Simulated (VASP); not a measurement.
Wanted: the native input for a VASP 6.6.1 run.

```
Task                   : single point
Functional             : PBE
Potentials or basis    : VASP PAW PBE potentials, release 64 (C)
Cutoff                 : 520 eV
k mesh                 : 10 × 10 × 10
Occupations            : fermi-dirac, width 0.02 eV
Spin                   : no spin polarisation
Dipole correction      : no
Further INCAR settings : ALGO = Normal; EDIFF = 1e-06; NBANDS = 11
```

The structure of C lies in POSCAR:

```
C
1.0
    0.0000000000      1.7833700000      1.8190374000
    1.7833700000      0.0000000000      1.8190374000
    1.7833700000      1.7833700000      0.0000000000
C
2
Direct
    0.0000000000      0.0000000000      0.0000000000
    0.2500000000      0.2500000000      0.2500000000
```

One way to write it, as run:

INCAR

```
SYSTEM = C
PREC = Accurate
ENCUT = 520
EDIFF = 1E-6
ISMEAR = -1
SIGMA = 0.02
LREAL = .False.
LASPH = .True.
NELM = 60
ALGO = Normal
ISIF = 2
LWAVE = .False.
LCHARG = .False.
GGA = PE
NBANDS = 11
```

KPOINTS

```
regular mesh
0
Gamma
  10 10 10
  0 0 0
```

Potentials or basis: VASP PAW PBE potentials, release 64 (C).

Command:

```console
$ cat potpaw_PBE.64/C/POTCAR > POTCAR
$ mpirun -np 1 vasp_std > vasp.out
```

Results of the run:

```json
{
  "Pressure": "-6.0 GPa",
  "Band gap on the k mesh": "3.87 eV, indirect (least direct gap 5.36 eV)"
}
```

Wall time 6.9 s on 1 thread of AMD EPYC 9R45 96-Core Processor (Zen 5), on a shared host, peak memory 0.09 GiB.
